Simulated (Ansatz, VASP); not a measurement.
## Two plane-wave programs on Ti3GePt

File INCAR:

```
SYSTEM = Ti3GePt
PREC = Accurate
ENCUT = 600
EDIFF = 1E-7
ISMEAR = 0
SIGMA = 0.1
LREAL = .FALSE.
LASPH = .TRUE.
NELM = 80
ALGO = Fast
ISIF = 3
LWAVE = .FALSE.
LCHARG = .FALSE.
GGA = PE
IBRION = 2
NSW = 100
EDIFFG = -0.01
```

File KPOINTS:

```
Automatic mesh
0
G
  8 8 8
  0 0 0
```

The input POSCAR:

```
Ti3GePt
1.0
    4.6088798998      0.0000000000      0.0000000000
    0.0000000000      4.6088798998      0.0000000000
    0.0000000000      0.0000000000      4.6088798998
Ti Ge Pt
3 1 1
Direct
    0.0000000000      0.5000000000      0.5000000000
    0.5000000000      0.0000000000      0.5000000000
    0.5000000000      0.5000000000      0.0000000000
    0.5000000000      0.5000000000      0.5000000000
    0.0000000000      0.0000000000      0.0000000000
```

Input for Ansatz:

```yaml
crystal:
  lattice:
    - [4.6088798998, 0.0, 0.0]
    - [0.0, 4.6088798998, 0.0]
    - [0.0, 0.0, 4.6088798998]
  atoms:
    - { symbol: Ti, position: [0.0, 0.5, 0.5] }
    - { symbol: Ti, position: [0.5, 0.0, 0.5] }
    - { symbol: Ti, position: [0.5, 0.5, 0.0] }
    - { symbol: Ge, position: [0.5, 0.5, 0.5] }
    - { symbol: Pt, position: [0.0, 0.0, 0.0] }
basis:
  ecutwfc: 420
kpoints:
  mp_grid: { grid: [8, 8, 8] }
hamiltonian:
  xc: pbe
scf:
  occupations: { method: gaussian, width: 0.1 }
output:
  forces: true
  stress: true
  eigenvalues: true
  write_density: true
  write_potential: true
  elf: true
  volumetric_format: npy
relax:
  adjacent_minimum: "off"
  f_tol: 0.01
  max_steps: 80
  cell: { stress_tol: 0.05 }
```

Change from the starting cell: species swapped into the TmBRh3 type (Pm-3m, No. 221).

Alike in both runs: task relaxation of cell and atoms; functional PBE; k mesh 8 × 8 × 8; occupations gaussian, width 0.1 eV; no spin polarisation.

|  | VASP | Ansatz |
| --- | --- | --- |
| version | VASP 6.6.1 | Ansatz 0.2.0 |
| potentials or method | VASP PAW PBE potentials, release 64 (Ti_sv, Ge_d, Pt), cutoff 600 eV | scalar-relativistic, plane waves, PAW |
| valence electrons in the cell | 60 | 68 |

```csv
,VASP,Ansatz,Ansatz less VASP
"gap on the k mesh at the Fermi level, each at its own relaxed structure (eV)",none,none,-
relaxed volume (Å³/atom),19.63,19.60,-0.026
relaxed cell length with the largest relative difference (Å),4.613,4.611,-0.0020
```

A gap of «none» marks a metal or a gap that the smearing closes. VASP's potentials hold 60 valence electrons a cell and Ansatz's 68, so a difference there can come from the potentials and not from the codes.

Neither program's run includes spin-orbit coupling.
